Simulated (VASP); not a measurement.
Input of a VASP 6.6.1 run:

The input INCAR:

```
PREC = Accurate ; ENCUT = 520
EDIFF = 1E-7 ; ISMEAR = -1
SIGMA = 0.1 ; LREAL = False
LASPH = True ; NELM = 100
ALGO = Normal ; ISIF = 2
LWAVE = False ; LCHARG = False
GGA = CA ; NBANDS = 12
```

The input KPOINTS:

```
regular mesh
0
Gamma
  15 15 15
```

The input POSCAR:

```
Hg
1.0
   -1.4296801974      1.4296801974      1.4296801974
    1.4296801974     -1.4296801974      1.4296801974
    1.4296801974      1.4296801974     -1.4296801974
Hg
1
Direct
    0.0000000000      0.0000000000      0.0000000000
```

Potentials or basis: VASP PAW LDA potentials, release 64 (Hg).

Run with:

```sh
$ cat potpaw_LDA.64/Hg/POTCAR > POTCAR
$ mpirun -np 1 vasp_std > vasp.out
```

Question: What does it give for the pressure?

Answer: 279.8 GPa.

Question: Estimate the band gap on the k mesh.

Answer: Zero (band 6 reaches 15.28 eV, above the bottom of band 7 at 13.30 eV).

Caveat: spin-orbit coupling is left out, which moves the levels of the heavy elements.
